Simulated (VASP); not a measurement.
A run of VASP 6.6.1:

Contents of INCAR:

```
SYSTEM = In4Fe
PREC     = Accurate       ! precision mode
ENCUT    = 600            ! plane-wave cutoff, eV
EDIFF    = 1E-6           ! SCF threshold, eV
ISMEAR   = 0              ! smearing method
SIGMA    = 0.1            ! smearing width, eV
LREAL    = .False.        ! projectors in reciprocal space
LASPH    = .True.         ! aspherical terms in the spheres
NELM     = 150            ! most SCF steps
ALGO     = Fast           ! electronic algorithm
ISIF     = 3              ! what is computed and relaxed
LWAVE    = .False.        ! write WAVECAR
LCHARG   = .False.        ! write CHGCAR
ISPIN    = 2              ! spin polarisation
MAGMOM   = 0 0 0 0 4      ! initial moments
LORBIT   = 11             ! projections on sites
LMAXMIX  = 4              ! l up to which the mixer works
GGA      = PE             ! functional
IBRION   = 2              ! ionic algorithm
NSW      = 90             ! ionic steps
EDIFFG   = -0.04          ! ionic threshold
```

KPOINTS

```
Automatic mesh
0
Gamma
  4 4 4
  0 0 0
```

File POSCAR:

```
In4Fe
1.0
   -3.0262148800      3.0262148800      3.0262148800
    3.0262148800     -3.0262148800      3.0262148800
    3.0262148800      3.0262148800     -3.0262148800
In Fe
4 1
Direct
    0.0000000000      0.0000000000      0.5000000000
    0.0000000000      0.5000000000      0.0000000000
    0.5000000000      0.0000000000      0.0000000000
    0.5000000000      0.5000000000      0.5000000000
    0.0000000000      0.0000000000      0.0000000000
```

Potentials or basis: VASP PAW PBE potentials, release 64 (In_d, Fe).

Run with:

```bash
$ cat potpaw_PBE.64/In_d/POTCAR potpaw_PBE.64/Fe/POTCAR > POTCAR
$ mpirun -np 1 vasp_std > vasp.out
```

Hardware: 1 thread of Intel(R) Xeon(R) 6975P-C (Granite Rapids) (shared host).

Problem. Estimate the wall time of this run.

Solution. Run time: 3 min on 1 thread of Intel(R) Xeon(R) 6975P-C (Granite Rapids) (shared host), peak memory 0.34 GiB. Counts: scf iterations 49, k points 8, ion steps 3.
